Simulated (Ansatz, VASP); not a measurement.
## Two plane-wave programs on Ga2P

```
CELL_PARAMETERS angstrom
-1.58673 1.58673 5.35140
1.58673 -1.58673 5.35140
1.58673 1.58673 -5.35140
ATOMIC_POSITIONS crystal
Ga 0.34853 0.34853 0.00000
Ga 0.65147 0.65147 0.00000
P 0.00000 0.00000 0.00000
```

Alike in both runs: functional PBE; k mesh 8 × 8 × 8; occupations gaussian, width 0.1 eV; no spin polarisation.

Ansatz relaxed the structure, and its values are those at the end. VASP's run is a single point on that final structure, the one shown.

|  | VASP | Ansatz |
| --- | --- | --- |
| version | VASP 6.6.1 | Ansatz 0.2.0 |
| potentials or method | VASP PAW PBE potentials, release 64 (Ga_d, P), cutoff 520 eV | scalar-relativistic, plane waves, PAW |
| valence electrons in the cell | 31 | 31 |

Ansatz gave:

```
gap on the k mesh at the Fermi level (eV) : none
pressure (GPa)                            : 0.0
rms of the force components (eV/Å)        : 0.008
```

**Question.** Estimate VASP's values.

**Answer.** gap on the k mesh at the Fermi level (eV): none; pressure (GPa): 0.1; rms of the force components (eV/Å): 0.007.

A gap of «none» marks a metal or a gap that the smearing closes.
